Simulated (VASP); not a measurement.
# InSb (P4/mmm) in VASP: a series of runs

The runs below take InSb through single point, with PBE.

All numbers are computed with VASP 6.6.1; they aren't measurements. Logs are shortened: lines on timing, memory, paths and dates and some standing lists are left out, and cuts for length are marked.

### 1 The cell of the first run

The structure is tetragonal, space group P4/mmm (No. 123). Conventional cell: a = 3.077 Å, b = 3.077 Å, c = 6.215 Å, α = 90.00°, β = 90.00°, γ = 90.00°. In (site symmetry 4/mmm) has 4 In at 3.08 Å and 2 Sb at 3.11 Å within 4.0 Å. Within 4.0 Å of Sb (site symmetry 4/mmm) lie 4 Sb at 3.08 Å and 2 In at 3.11 Å.

### 2 Single point, PBE

Contents of INCAR:

```
SYSTEM = InSb
PREC = Accurate
ENCUT = 520
EDIFF = 1E-6
ISMEAR = 0
SIGMA = 0.1
LREAL = .False.
LASPH = .True.
NELM = 60
ALGO = Normal
ISIF = 2
LWAVE = .False.
LCHARG = .False.
GGA = PE
NBANDS = 16
```

Contents of KPOINTS:

```
Automatic mesh
0
Gamma
  10 10 6
  0.5 0.5 0.5
```

Contents of POSCAR:

```
InSb
1.0
    3.0766560000      0.0000000000      0.0000000000
    0.0000000000      3.0766560000      0.0000000000
    0.0000000000      0.0000000000      6.2154700000
In Sb
1 1
Direct
    0.0000000000      0.0000000000      0.0000000000
    0.0000000000      0.0000000000      0.5000000000
```

Potentials or basis: VASP PAW PBE potentials, release 64 (In_d, Sb).

On the command line:

```sh
> cat potpaw_PBE.64/In_d/POTCAR potpaw_PBE.64/Sb/POTCAR > POTCAR
> mpirun -np 1 vasp_std > vasp.out
```

OUTCAR:

```text
SYSTEM = InSb
   PREC = Accurate
   ENCUT = 520
   EDIFF = 1E-6
   ISMEAR = 0
   LREAL = .False.
   LASPH = .True.
   NELM = 60
   ISIF = 2
   GGA = PE

 ion  position               nearest neighbor table
   1  0.000  0.000  0.000-   2 3.11   2 3.11
   2  0.000  0.000  0.500-   1 3.11   1 3.11

  LATTYP: Found a simple tetragonal cell.
 ALAT       =     3.0766560000
 C/A-ratio  =     2.0202031036

  Lattice vectors:

 A1 = (   3.0766560000,   0.0000000000,   0.0000000000)
 A2 = (   0.0000000000,   3.0766560000,   0.0000000000)
 A3 = (   0.0000000000,   0.0000000000,   6.2154700000)

Analysis of symmetry for initial positions (statically):
=====================================================================
 Subroutine PRICEL returns:
 Original cell was already a primitive cell.

 Routine SETGRP: Setting up the symmetry group for a
 simple tetragonal supercell.

 Subroutine GETGRP returns: Found 16 space group operations
 (whereof 16 operations were pure point group operations)
 out of a pool of 16 trial point group operations.

The static configuration has the point symmetry D_4h.

Analysis of symmetry for dynamics (positions and initial velocities):
=====================================================================
 Subroutine PRICEL returns:
 Original cell was already a primitive cell.

 Routine SETGRP: Setting up the symmetry group for a
 simple tetragonal supercell.

 Subroutine GETGRP returns: Found 16 space group operations
 (whereof 16 operations were pure point group operations)
 out of a pool of 16 trial point group operations.

The dynamic configuration has the point symmetry D_4h.

 Subroutine INISYM returns: Found 16 space group operations
 (whereof 16 operations are pure point group operations),
 and found     1 'primitive' translations

----------------------------------------------------------------------------------------

                                     Primitive cell

  volume of cell :      58.8345

  direct lattice vectors                    reciprocal lattice vectors
     3.076656000  0.000000000  0.000000000     0.325028212  0.000000000  0.000000000
     0.000000000  3.076656000  0.000000000     0.000000000  0.325028212  0.000000000
     0.000000000  0.000000000  6.215470000     0.000000000  0.000000000  0.160888879

  length of vectors
     3.076656000  3.076656000  6.215470000     0.325028212  0.325028212  0.160888879

  position of ions in fractional coordinates (direct lattice)
     0.000000000  0.000000000  0.000000000
     0.000000000  0.000000000  0.500000000

  ion indices of the primitive-cell ions
   primitive index   ion index
                 1           1
                 2           2

----------------------------------------------------------------------------------------

 KPOINTS: Automatic mesh

Automatic generation of k-mesh.
 Grid dimensions read from file:
 generate k-points for:   10   10    6

 Generating k-lattice:

  Cartesian coordinates                     Fractional coordinates (reciprocal lattice)
     0.032502821  0.000000000  0.000000000     0.100000000  0.000000000  0.000000000
     0.000000000  0.032502821  0.000000000     0.000000000  0.100000000  0.000000000
     0.000000000  0.000000000  0.026814813     0.000000000  0.000000000  0.166666667

  Length of vectors
     0.032502821  0.032502821  0.026814813

  Shift w.r.t. Gamma in fractional coordinates (k-lattice)
     0.500000000  0.500000000  0.500000000

 Subroutine IBZKPT returns following result:
 ===========================================

 Found     45 irreducible k-points:

 Following reciprocal coordinates:
            Coordinates               Weight
  0.050000  0.050000  0.083333      8.000000
  0.150000  0.050000  0.083333     16.000000
  0.250000  0.050000  0.083333     16.000000
  0.350000  0.050000  0.083333     16.000000
  0.450000  0.050000  0.083333     16.000000
  0.150000  0.150000  0.083333      8.000000
[... 16 lines left out ...]
  0.350000  0.150000  0.250000     16.000000
  0.450000  0.150000  0.250000     16.000000
 [... further k-points ...]
   k-points           NKPTS =     45   k-points in BZ     NKDIM =     45   number of bands    NBANDS=     16
   number of dos      NEDOS =    301   number of ions     NIONS =      2
   total plane-waves  NPLWV =  27648
   dimension x,y,z NGX =    24 NGY =   24 NGZ =   48
   dimension x,y,z NGXF=    48 NGYF=   48 NGZF=   96
   ions per type =               1   1
   NGX,Y,Z   is equivalent  to a cutoff of  12.97, 12.97, 12.84 a.u.
   NGXF,Y,Z  is equivalent  to a cutoff of  25.94, 25.94, 25.68 a.u.
 SYSTEM =  InSb
   PREC   = accura    normal or accurate (medium, high low for compatibility)
   ISTART =      0    job   : 0-new  1-cont  2-samecut
   ICHARG =      2    charge: 1-file 2-atom 10-const
   ISPIN  =      1    spin polarized calculation?
   LNONCOLLINEAR =      F non collinear calculations
   LSORBIT =      F    spin-orbit coupling
   LASPH  =      T    aspherical Exc in radial PAW
   ENCUT  =  520.0 eV  38.22 Ry    6.18 a.u.   5.72  5.72 11.56*2*pi/ulx,y,z
   NELM   =     60;   NELMIN=  2; NELMDL= -5     # of ELM steps
   EDIFF  = 0.1E-05   stopping-criterion for ELM
   LREAL  =      F    real-space projection
   EDIFFG = 0.1E-04   stopping-criterion for IOM
   NSW    =      0    number of steps for IOM
   IBRION =     -1    ionic relax: 0-MD 1-quasi-New 2-CG
   NFREE  =      0    steps in history (QN), initial steepest desc. (CG)
   ISIF   =      2    stress and relaxation
   ISYM   =      2    0-nonsym 1-usesym 2-fastsym
   POTIM  = 0.5000    time-step for ionic-motion
   TEBEG  =    0.0;   TEEND  =   0.0 temperature during run
   PSTRESS=    0.0 pullay stress
   NELECT =      18.0000    total number of electrons
   NUPDOWN=      -1.0000    fix difference up-down
   EMIN   =  10.00;   EMAX   =-10.00  energy-range for DOS
   EFERMI =   0.00;   METHOD = LEGACY
   ISMEAR =     0;   SIGMA  =   0.10  broadening in eV -4-tet -1-fermi 0-gaus
   EFERMI_NEDOS =   21; number of points for ismear=-14 and -15
   IALGO  =     38    algorithm
   IMIX   =      4    mixing-type and parameters
     AMIX     =   0.40;   BMIX     =  1.00
     AMIX_MAG =   1.60;   BMIX_MAG =  1.00
  volume/ion in A,a.u.               =      29.42       198.52
  Fermi-wavevector in a.u.,A,eV,Ry     =   1.103117  2.084590 16.556493  1.216868
  Thomas-Fermi vector in A             =   2.239571
   LORBIT       =      0    0 simple, 1 ext, 2 COOP (PROOUT), +10 PAW based schemes
   GGA     = PE    functional components
   LHFCALC =     F    Hartree Fock is set to
   AEXX    =    0.0000 exact exchange contribution
   IVDW    =     0    specifies the selected vdW correction
   LEPSILON=     F    determine dielectric tensor
   LRPA    =     F    only Hartree local field effects (RPA)
 non-spin polarized calculation
 Gauss-broadening in eV      SIGMA  =   0.10
  energy-cutoff  :      520.00
  volume of cell :       58.83
 maximum number of plane-waves:      1597
 NGX is ok and might be reduce to    24
   NGX = 11   NGY = 11   NGZ = 23

 number of electron      17.9999986 magnetization

 Free energy of the ion-electron system (eV)
  ---------------------------------------------------
  ext. energy  EPLUGINS =         0.00000000
  ---------------------------------------------------
  free energy    TOTEN  =        -6.62159906 eV

  energy without entropy =       -6.62024027  energy(sigma->0) =       -6.62091966

 E-fermi :   6.6066     XC(G=0):  -9.6536

 val. band max:        6.4775177301   @ k =   0.4500   0.3500   0.4167
 cond. band min:       6.7284170651   @ k =   0.3500   0.3500   0.2500
 fundamental gap:      0.2508993350
 Fermi energy:         6.6066453150

 k-point     1 :       0.0500    0.0500    0.0833
  band No.  band energies     occupation
      1      -8.2658      2.00000
      2      -8.0558      2.00000
      3      -7.7165      2.00000
      4      -7.7151      2.00000
      5      -7.6323      2.00000
      6      -4.8049      2.00000
[... 8 lines left out ...]
     15      15.6069      0.00000
     16      16.7160      0.00000

 k-point     2 :       0.1500    0.0500    0.0833
  band No.  band energies     occupation
      1      -8.2071      2.00000
      2      -8.0110      2.00000
      3      -7.7600      2.00000
      4      -7.7120      2.00000
      5      -7.6659      2.00000
      6      -4.5029      2.00000
[... 8 lines left out ...]
     15      15.7662      0.00000
     16      16.3181      0.00000

 k-point     3 :       0.2500    0.0500    0.0833
  band No.  band energies     occupation
      1      -8.1484      2.00000
      2      -7.9026      2.00000
      3      -7.8300      2.00000
      4      -7.7197      2.00000
      5      -7.7060      2.00000
      6      -3.9145      2.00000
[... 8 lines left out ...]
     15      16.2816      0.00000
     16      16.8203      0.00000

 k-point     4 :       0.3500    0.0500    0.0833
  band No.  band energies     occupation
      1      -8.1160      2.00000
      2      -7.8983      2.00000
      3      -7.7743      2.00000
      4      -7.7670      2.00000
      5      -7.6999      2.00000
      6      -3.1038      2.00000
[... 8 lines left out ...]
     15      17.0981      0.00000
     16      17.3422      0.00000

 k-point     5 :       0.4500    0.0500    0.0833
  band No.  band energies     occupation
      1      -8.1014      2.00000
      2      -7.9397      2.00000
      3      -7.8055      2.00000
      4      -7.6962      2.00000
      5      -7.6805      2.00000
      6      -2.3349      2.00000
[... 8 lines left out ...]
     15      17.5008      0.00000
     16      17.9559      0.00000

 k-point     6 :       0.1500    0.1500    0.0833
  band No.  band energies     occupation
      1      -8.1281      2.00000
      2      -7.9855      2.00000
      3      -7.7600      2.00000
      4      -7.7511      2.00000
      5      -7.7028      2.00000
      6      -4.2013      2.00000
[... 8 lines left out ...]
     15      15.8687      0.00000
     16      16.4429      0.00000

 k-point     7 :       0.2500    0.1500    0.0833
  band No.  band energies     occupation
      1      -8.0493      2.00000
      2      -7.8954      2.00000
      3      -7.8250      2.00000
      4      -7.7616      2.00000
      5      -7.7481      2.00000
      6      -3.6135      2.00000
[... 8 lines left out ...]
     15      16.1422      0.00000
     16      16.8513      0.00000

 k-point     8 :       0.3500    0.1500    0.0833
  band No.  band energies     occupation
      1      -8.0178      2.00000
      2      -7.8922      2.00000
      3      -7.8215      2.00000
      4      -7.7561      2.00000
      5      -7.7412      2.00000
      6      -2.8029      2.00000
[... 8 lines left out ...]
     15      16.1453      0.00000
     16      16.8794      0.00000

 k-point     9 :       0.4500    0.1500    0.0833
  band No.  band energies     occupation
      1      -8.0050      2.00000
      2      -7.9330      2.00000
      3      -7.8566      2.00000
      4      -7.7370      2.00000
      5      -7.6650      2.00000
      6      -2.0326      2.00000
[... 8 lines left out ...]
     15      15.4745      0.00000
     16      17.6518      0.00000
[... 172 lines left out ...]
 k-point    19 :       0.3500    0.0500    0.2500
  band No.  band energies     occupation
      1      -8.1150      2.00000
      2      -7.8995      2.00000
      3      -7.7738      2.00000
      4      -7.7627      2.00000
      5      -7.7002      2.00000
      6      -3.0638      2.00000
[... 8 lines left out ...]
     15      16.8250      0.00000
     16      17.3192      0.00000

 k-point    20 :       0.4500    0.0500    0.2500
  band No.  band energies     occupation
      1      -8.1005      2.00000
      2      -7.9409      2.00000
      3      -7.8055      2.00000
      4      -7.6965      2.00000
      5      -7.6762      2.00000
      6      -2.3096      2.00000
[... 8 lines left out ...]
     15      17.3190      0.00000
     16      17.5497      0.00000

 k-point    21 :       0.1500    0.1500    0.2500
  band No.  band energies     occupation
      1      -8.1281      2.00000
      2      -7.9785      2.00000
      3      -7.7609      2.00000
      4      -7.7515      2.00000
      5      -7.7028      2.00000
      6      -4.1500      2.00000
[... 8 lines left out ...]
     15      16.7288      0.00000
     16      18.1074      0.00000

 k-point    22 :       0.2500    0.1500    0.2500
  band No.  band energies     occupation
      1      -8.0484      2.00000
      2      -7.8904      2.00000
      3      -7.8259      2.00000
      4      -7.7615      2.00000
      5      -7.7486      2.00000
      6      -3.5650      2.00000
[... 8 lines left out ...]
     15      17.0428      0.00000
     16      17.8792      0.00000

 k-point    23 :       0.3500    0.1500    0.2500
  band No.  band energies     occupation
      1      -8.0164      2.00000
      2      -7.8933      2.00000
      3      -7.8215      2.00000
      4      -7.7524      2.00000
      5      -7.7416      2.00000
      6      -2.7624      2.00000
[... 8 lines left out ...]
     15      16.2177      0.00000
     16      17.4832      0.00000

 k-point    24 :       0.4500    0.1500    0.2500
  band No.  band energies     occupation
      1      -8.0038      2.00000
      2      -7.9341      2.00000
      3      -7.8566      2.00000
      4      -7.7374      2.00000
      5      -7.6617      2.00000
      6      -2.0060      2.00000
[... 8 lines left out ...]
     15      15.1177      0.00000
     16      16.2902      0.00000

 [... further k-points ...]

------------------------ aborting loop because EDIFF is reached ----------------------------------------

  FORCE on cell =-STRESS in cart. coord.  units (eV):
  Direction    XX          YY          ZZ          XY          YZ          ZX
  --------------------------------------------------------------------------------------
  -------------------------------------------------------------------------------------
  Total       -0.0335844     -0.0335844      0.2627264      0.0000000      0.0000000     -0.0000000
  in kB       -0.9145698     -0.9145698      7.1545532      0.0000000      0.0000000     -0.0000000
  external PRESSURE =       1.7751379 kB  Pullay stress =       0.0000000 kB

 VOLUME and BASIS-vectors are now :
 -----------------------------------------------------------------------------
  energy-cutoff  :      520.00
  volume of cell :       58.83
      direct lattice vectors                 reciprocal lattice vectors
     3.076656000  0.000000000  0.000000000     0.325028212  0.000000000  0.000000000
     0.000000000  3.076656000  0.000000000     0.000000000  0.325028212  0.000000000
     0.000000000  0.000000000  6.215470000     0.000000000  0.000000000  0.160888879

 POSITION                                       TOTAL-FORCE (eV/Angst)
 -----------------------------------------------------------------------------------
      0.00000      0.00000      0.00000         0.000000      0.000000      0.000000
      0.00000      0.00000      3.10773         0.000000      0.000000      0.000000
 -----------------------------------------------------------------------------------
    total drift:                                0.000000     -0.000000     -0.000000

  FREE ENERGIE OF THE ION-ELECTRON SYSTEM (eV)
  ---------------------------------------------------
  free  energy   TOTEN  =        -6.6215990574 eV

  energy  without entropy=       -6.6202402665  energy(sigma->0) =       -6.62091966
```

It took 21 s on 1 thread of Intel Xeon Platinum 8259CL at 2.50GHz (Skylake/Cascade Lake), shared host; peak memory 0.19 GiB.

What came out:

```yaml
Free_energy: -6.6216 eV
Pressure: 0.2 GPa
Band_gap_on_the_k_mesh: zero (band 9 reaches 10.35 eV, above the bottom of band 10 at 5.50 eV)
```

Stress tensor (GPa, compression positive):
```
-0.09  0.00  0.00
 0.00 -0.09  0.00
 0.00  0.00  0.72
```

Caveat: spin-orbit coupling is left out, which moves the levels of the heavy elements.

### 3 Single point, PBE

Contents of INCAR:

```
SYSTEM = InSb
  ALGO = Normal
  EDIFF = 1E-6
  ENCUT = 520
  GGA = PE
  ISIF = 2
  ISMEAR = 0
  LASPH = .True.
  LCHARG = .True.
  LELF = .True.
  LREAL = .False.
  LVHAR = .True.
  LWAVE = .False.
  NBANDS = 16
  NELM = 60
  PREC = Accurate
  SIGMA = 0.1
```

Contents of KPOINTS:

```
Automatic mesh
0
Gamma
  12 12 6
  0.5 0.5 0.5
```

POSCAR is that of step 2.

Potentials or basis: VASP PAW PBE potentials, release 64 (In_d, Sb).

On the command line:

```sh
> cat potpaw_PBE.64/In_d/POTCAR potpaw_PBE.64/Sb/POTCAR > POTCAR
> mpirun -np 1 vasp_std > vasp.out
```

Run time: 29 s. Hardware: 1 thread of Intel Xeon Platinum 8259CL at 2.50GHz (Skylake/Cascade Lake), shared host; peak memory 0.21 GiB.

The run converged. Its results:

- Free energy: -6.5493 eV
- Pressure: 0.5 GPa
- Band gap on the k mesh: zero (band 9 reaches 10.47 eV, above the bottom of band 10 at 5.39 eV)

Levels at points of the mesh, in eV from the Fermi level:
```csv
k point,band 5,band 6,band 7,band 8,band 9,band 10,band 11,band 12,band 13,band 14
"(0.04, 0.04, 0.08)",-14.28,-11.52,-6.92,-4.30,3.80,3.90,4.78,8.20,8.36,8.38
```

Caveat: spin-orbit coupling is left out, which moves the levels of the heavy elements.
